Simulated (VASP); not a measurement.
# Sr3HfNb (Pm-3m) in VASP: single point with PBE

Aim: the single point of Sr3HfNb with PBE.

All numbers are computed with VASP 6.6.1; they aren't measurements. Logs are shortened: lines on timing, memory, paths and dates and some standing lists are left out, and cuts for length are marked.

## Step 1: The cell of the first run

The structure is cubic, space group Pm-3m (No. 221). The conventional cell has a = 5.773 Å, b = 5.773 Å, c = 5.773 Å, α = 90.00°, β = 90.00°, γ = 90.00°. Sr (site symmetry 4/mmm) has 2 Nb at 2.89 Å within 3.8 Å. Within 5.4 Å of Hf (site symmetry m-3m) lie 12 Sr at 4.08 Å and 8 Nb at 5.00 Å. Nb (site symmetry m-3m) has 6 Sr at 2.89 Å within 3.8 Å.

## Step 2: Single point, PBE

INCAR reads:

```
PREC = Accurate
ENCUT = 520
EDIFF = 1E-6
ISMEAR = 0
SIGMA = 0.1
LREAL = False
LASPH = True
NELM = 100
ALGO = Normal
ISIF = 2
LWAVE = False
LCHARG = False
GGA = PE
NBANDS = 34
```

KPOINTS reads:

```
regular mesh
0
Gamma
  4 4 4
```

POSCAR reads:

```
Sr3HfNb
1.0
    5.7727712204      0.0000000000      0.0000000000
    0.0000000000      5.7727712204      0.0000000000
    0.0000000000      0.0000000000      5.7727712204
Sr Hf Nb
3 1 1
Direct
    0.0000000000      0.5000000000      0.5000000000
    0.5000000000      0.0000000000      0.5000000000
    0.5000000000      0.5000000000      0.0000000000
    0.0000000000      0.0000000000      0.0000000000
    0.5000000000      0.5000000000      0.5000000000
```

Potentials or basis: VASP PAW PBE potentials, release 64 (Sr_sv, Hf_pv, Nb_sv).

On the command line:

```sh
$ cat potpaw_PBE.64/Sr_sv/POTCAR potpaw_PBE.64/Hf_pv/POTCAR potpaw_PBE.64/Nb_sv/POTCAR > POTCAR
$ mpirun -np 1 vasp_std > vasp.out
```

OUTCAR:

```text
PREC = Accurate
   ENCUT = 520
   EDIFF = 1E-6
   ISMEAR = 0
   LREAL = False
   LASPH = True
   NELM = 100
   ISIF = 2
   GGA = PE

 ion  position               nearest neighbor table
   1  0.000  0.500  0.500-   5 2.89   5 2.89   4 4.08   2 4.08   3 4.08   4 4.08   2 4.08   4 4.08
                             4 4.08   2 4.08   3 4.08   3 4.08   3 4.08   2 4.08
   2  0.500  0.000  0.500-   5 2.89   5 2.89   4 4.08   1 4.08   3 4.08   4 4.08   1 4.08   3 4.08
                             3 4.08   3 4.08   1 4.08   4 4.08   4 4.08   1 4.08
   3  0.500  0.500  0.000-   5 2.89   5 2.89   4 4.08   1 4.08   1 4.08   2 4.08   2 4.08   2 4.08
                             4 4.08   2 4.08   1 4.08   4 4.08   1 4.08   4 4.08
   4  0.000  0.000  0.000-   1 4.08   2 4.08   3 4.08   1 4.08   2 4.08   1 4.08   3 4.08   1 4.08
                             2 4.08   3 4.08   2 4.08   3 4.08
   5  0.500  0.500  0.500-   1 2.89   2 2.89   3 2.89   3 2.89   2 2.89   1 2.89

  LATTYP: Found a simple cubic cell.
 ALAT       =     5.7727712204

  Lattice vectors:

 A1 = (   5.7727712204,   0.0000000000,   0.0000000000)
 A2 = (   0.0000000000,   5.7727712204,   0.0000000000)
 A3 = (   0.0000000000,   0.0000000000,   5.7727712204)

Analysis of symmetry for initial positions (statically):
=====================================================================
 Subroutine PRICEL returns:
 Original cell was already a primitive cell.

 Routine SETGRP: Setting up the symmetry group for a
 simple cubic supercell.

 Subroutine GETGRP returns: Found 48 space group operations
 (whereof 48 operations were pure point group operations)
 out of a pool of 48 trial point group operations.

The static configuration has the point symmetry O_h .

Analysis of symmetry for dynamics (positions and initial velocities):
=====================================================================
 Subroutine PRICEL returns:
 Original cell was already a primitive cell.

 Routine SETGRP: Setting up the symmetry group for a
 simple cubic supercell.

 Subroutine GETGRP returns: Found 48 space group operations
 (whereof 48 operations were pure point group operations)
 out of a pool of 48 trial point group operations.

The dynamic configuration has the point symmetry O_h .

 Subroutine INISYM returns: Found 48 space group operations
 (whereof 48 operations are pure point group operations),
 and found     1 'primitive' translations

----------------------------------------------------------------------------------------

                                     Primitive cell

  volume of cell :     192.3770

  direct lattice vectors                    reciprocal lattice vectors
     5.772771220  0.000000000  0.000000000     0.173227028  0.000000000  0.000000000
     0.000000000  5.772771220  0.000000000     0.000000000  0.173227028  0.000000000
     0.000000000  0.000000000  5.772771220     0.000000000  0.000000000  0.173227028

  length of vectors
     5.772771220  5.772771220  5.772771220     0.173227028  0.173227028  0.173227028

  position of ions in fractional coordinates (direct lattice)
     0.000000000  0.500000000  0.500000000
     0.500000000  0.000000000  0.500000000
     0.500000000  0.500000000  0.000000000
     0.000000000  0.000000000  0.000000000
     0.500000000  0.500000000  0.500000000

  ion indices of the primitive-cell ions
   primitive index   ion index
                 1           1
                 2           2
                 3           3
                 4           4
                 5           5

----------------------------------------------------------------------------------------

 KPOINTS: regular mesh

Automatic generation of k-mesh.
 Grid dimensions read from file:
 generate k-points for:    4    4    4

 Generating k-lattice:

  Cartesian coordinates                     Fractional coordinates (reciprocal lattice)
     0.043306757  0.000000000  0.000000000     0.250000000  0.000000000  0.000000000
     0.000000000  0.043306757  0.000000000     0.000000000  0.250000000  0.000000000
     0.000000000  0.000000000  0.043306757     0.000000000  0.000000000  0.250000000

  Length of vectors
     0.043306757  0.043306757  0.043306757

  Shift w.r.t. Gamma in fractional coordinates (k-lattice)
     0.000000000  0.000000000  0.000000000

 Subroutine IBZKPT returns following result:
 ===========================================

 Found     10 irreducible k-points:

 Following reciprocal coordinates:
            Coordinates               Weight
  0.000000  0.000000  0.000000      1.000000
  0.250000  0.000000  0.000000      6.000000
  0.500000  0.000000  0.000000      3.000000
  0.250000  0.250000  0.000000     12.000000
  0.500000  0.250000  0.000000     12.000000
  0.500000  0.500000  0.000000      3.000000
  0.250000  0.250000  0.250000      8.000000
  0.500000  0.250000  0.250000     12.000000
  0.500000  0.500000  0.250000      6.000000
  0.500000  0.500000  0.500000      1.000000
   k-points           NKPTS =     10   k-points in BZ     NKDIM =     10   number of bands    NBANDS=     34
   number of dos      NEDOS =    301   number of ions     NIONS =      5
   total plane-waves  NPLWV = 110592
   dimension x,y,z NGX =    48 NGY =   48 NGZ =   48
   dimension x,y,z NGXF=    96 NGYF=   96 NGZF=   96
   ions per type =               3   1   1
   NGX,Y,Z   is equivalent  to a cutoff of  13.82, 13.82, 13.82 a.u.
   NGXF,Y,Z  is equivalent  to a cutoff of  27.65, 27.65, 27.65 a.u.
 SYSTEM =  unknown system
   PREC   = accura    normal or accurate (medium, high low for compatibility)
   ISTART =      0    job   : 0-new  1-cont  2-samecut
   ICHARG =      2    charge: 1-file 2-atom 10-const
   ISPIN  =      1    spin polarized calculation?
   LNONCOLLINEAR =      F non collinear calculations
   LSORBIT =      F    spin-orbit coupling
   LASPH  =      T    aspherical Exc in radial PAW
   ENCUT  =  520.0 eV  38.22 Ry    6.18 a.u.  10.73 10.73 10.73*2*pi/ulx,y,z
   NELM   =    100;   NELMIN=  2; NELMDL= -5     # of ELM steps
   EDIFF  = 0.1E-05   stopping-criterion for ELM
   LREAL  =      F    real-space projection
   EDIFFG = 0.1E-04   stopping-criterion for IOM
   NSW    =      0    number of steps for IOM
   IBRION =     -1    ionic relax: 0-MD 1-quasi-New 2-CG
   NFREE  =      0    steps in history (QN), initial steepest desc. (CG)
   ISIF   =      2    stress and relaxation
   ISYM   =      2    0-nonsym 1-usesym 2-fastsym
   POTIM  = 0.5000    time-step for ionic-motion
   TEBEG  =    0.0;   TEEND  =   0.0 temperature during run
   PSTRESS=    0.0 pullay stress
   NELECT =      53.0000    total number of electrons
   NUPDOWN=      -1.0000    fix difference up-down
   EMIN   =  10.00;   EMAX   =-10.00  energy-range for DOS
   EFERMI =   0.00;   METHOD = LEGACY
   ISMEAR =     0;   SIGMA  =   0.10  broadening in eV -4-tet -1-fermi 0-gaus
   EFERMI_NEDOS =   21; number of points for ismear=-14 and -15
   IALGO  =     38    algorithm
   IMIX   =      4    mixing-type and parameters
     AMIX     =   0.40;   BMIX     =  1.00
     AMIX_MAG =   1.60;   BMIX_MAG =  1.00
  volume/ion in A,a.u.               =      38.48       259.64
  Fermi-wavevector in a.u.,A,eV,Ry     =   1.065244  2.013019 15.439141  1.134745
  Thomas-Fermi vector in A             =   2.200789
   LORBIT       =      0    0 simple, 1 ext, 2 COOP (PROOUT), +10 PAW based schemes
   GGA     = PE    functional components
   LHFCALC =     F    Hartree Fock is set to
   AEXX    =    0.0000 exact exchange contribution
   IVDW    =     0    specifies the selected vdW correction
   LEPSILON=     F    determine dielectric tensor
   LRPA    =     F    only Hartree local field effects (RPA)
 non-spin polarized calculation
 Gauss-broadening in eV      SIGMA  =   0.10
  energy-cutoff  :      520.00
  volume of cell :      192.38
 maximum number of plane-waves:      5232
 NGX is ok and might be reduce to    48
   NGX = 21   NGY = 21   NGZ = 21

 number of electron      52.9999998 magnetization

 Free energy of the ion-electron system (eV)
  ---------------------------------------------------
  ext. energy  EPLUGINS =         0.00000000
  ---------------------------------------------------
  free energy    TOTEN  =       -17.56943401 eV

  energy without entropy =      -17.51388667  energy(sigma->0) =      -17.54166034

 E-fermi :   2.5278     XC(G=0):  -8.5554

 val. band max:        2.5049767286   @ k =   0.5000   0.0000   0.0000
 cond. band min:       2.5629021029   @ k =   0.5000   0.2500   0.2500
 fundamental gap:      0.0579253744
 Fermi energy:         2.5278207306

 k-point     1 :       0.0000    0.0000    0.0000
  band No.  band energies     occupation
      1     -51.8090      2.00000
      2     -32.5921      2.00000
      3     -32.5674      2.00000
      4     -32.5674      2.00000
      5     -30.0347      2.00000
      6     -30.0347      2.00000
[... 26 lines left out ...]
     33       3.9444      0.00000
     34       3.9444      0.00000

 k-point     2 :       0.2500    0.0000    0.0000
  band No.  band energies     occupation
      1     -51.8089      2.00000
      2     -32.5916      2.00000
      3     -32.5752      2.00000
      4     -32.5674      2.00000
      5     -30.0347      2.00000
      6     -30.0347      2.00000
[... 26 lines left out ...]
     33       4.0765      0.00000
     34       4.0765      0.00000

 k-point     3 :       0.5000    0.0000    0.0000
  band No.  band energies     occupation
      1     -51.8089      2.00000
      2     -32.5902      2.00000
      3     -32.5839      2.00000
      4     -32.5674      2.00000
      5     -30.0347      2.00000
      6     -30.0347      2.00000
[... 26 lines left out ...]
     33       4.6102      0.00000
     34       4.6124      0.00000
[... 186 lines left out ...]
 k-point     9 :       0.5000    0.5000    0.2500
  band No.  band energies     occupation
      1     -51.8088      2.00000
      2     -32.5901      2.00000
      3     -32.5901      2.00000
      4     -32.5828      2.00000
      5     -30.0348      2.00000
      6     -30.0348      2.00000
[... 26 lines left out ...]
     33       3.6885      0.00000
     34       3.9500      0.00000

 k-point    10 :       0.5000    0.5000    0.5000
  band No.  band energies     occupation
      1     -51.8088      2.00000
      2     -32.5901      2.00000
      3     -32.5901      2.00000
      4     -32.5901      2.00000
      5     -30.0348      2.00000
      6     -30.0348      2.00000
[... 26 lines left out ...]
     33       4.0175      0.00000
     34       4.0218      0.00000

------------------------ aborting loop because EDIFF is reached ----------------------------------------

  FORCE on cell =-STRESS in cart. coord.  units (eV):
  Direction    XX          YY          ZZ          XY          YZ          ZX
  --------------------------------------------------------------------------------------
  -------------------------------------------------------------------------------------
  Total        0.1387761      0.1387761      0.1387761      0.0000000      0.0000000     -0.0000000
  in kB        1.1557721      1.1557721      1.1557721      0.0000000      0.0000000     -0.0000000
  external PRESSURE =       1.1557721 kB  Pullay stress =       0.0000000 kB

 VOLUME and BASIS-vectors are now :
 -----------------------------------------------------------------------------
  energy-cutoff  :      520.00
  volume of cell :      192.38
      direct lattice vectors                 reciprocal lattice vectors
     5.772771220  0.000000000  0.000000000     0.173227028  0.000000000  0.000000000
     0.000000000  5.772771220  0.000000000     0.000000000  0.173227028  0.000000000
     0.000000000  0.000000000  5.772771220     0.000000000  0.000000000  0.173227028

 POSITION                                       TOTAL-FORCE (eV/Angst)
 -----------------------------------------------------------------------------------
      0.00000      2.88639      2.88639         0.000000      0.000000      0.000000
      2.88639      0.00000      2.88639         0.000000      0.000000      0.000000
      2.88639      2.88639      0.00000         0.000000      0.000000      0.000000
      0.00000      0.00000      0.00000         0.000000      0.000000      0.000000
      2.88639      2.88639      2.88639         0.000000      0.000000      0.000000
 -----------------------------------------------------------------------------------
    total drift:                               -0.000000     -0.000000     -0.000000

  FREE ENERGIE OF THE ION-ELECTRON SYSTEM (eV)
  ---------------------------------------------------
  free  energy   TOTEN  =       -17.5694340073 eV

  energy  without entropy=      -17.5138866661  energy(sigma->0) =      -17.54166034
```

It took 2.4 min on 1 thread of Intel Xeon Platinum 8259CL at 2.50GHz (Skylake/Cascade Lake), shared host; peak memory 0.36 GiB.

What came out:

* Free energy: -17.5694 eV
* Pressure: 0.1 GPa

Caveat: spin-orbit coupling is left out, which moves the levels of the heavy elements.
